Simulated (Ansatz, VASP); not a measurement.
## CuO in VASP and in Ansatz

```
Cu O
1.0
     3.17953    0.00000    0.00000
    -1.58977    2.75356    0.00000
     0.00000    0.00000    4.43149
Cu O
2 2
Cartesian
  0.0000 0.0000 0.0000
  0.0000 0.0000 2.2157
  0.0000 1.8357 1.1079
  1.5898 0.9179 3.3236
```

Alike in both runs: task relaxation of cell and atoms; functional PBE; k mesh 8 × 8 × 5; occupations fermi-dirac, width 0.05 eV; no spin polarisation.

```csv
,VASP,Ansatz
version,VASP 6.6.1,Ansatz 0.2.0
potentials or method,"VASP PAW PBE potentials, release 64 (Cu, O), cutoff 600 eV","all-electron LAPW, scalar-relativistic"
```

Ansatz gave:

| Property | Result |
| --- | --- |
| relaxed volume (Å³/atom) | 9.69 |
| relaxed cell length with the largest relative difference (Å) | 5.098 |

Question: Which values does VASP return?

Answer: Relaxed volume (Å³/atom): 9.70; relaxed cell length with the largest relative difference (Å): 5.096.

Ansatz ran all-electron here, and VASP with PAW potentials.

Noted on Ansatz's run: the k mesh is thin for a metal, which can move the energy by tens of meV per atom.
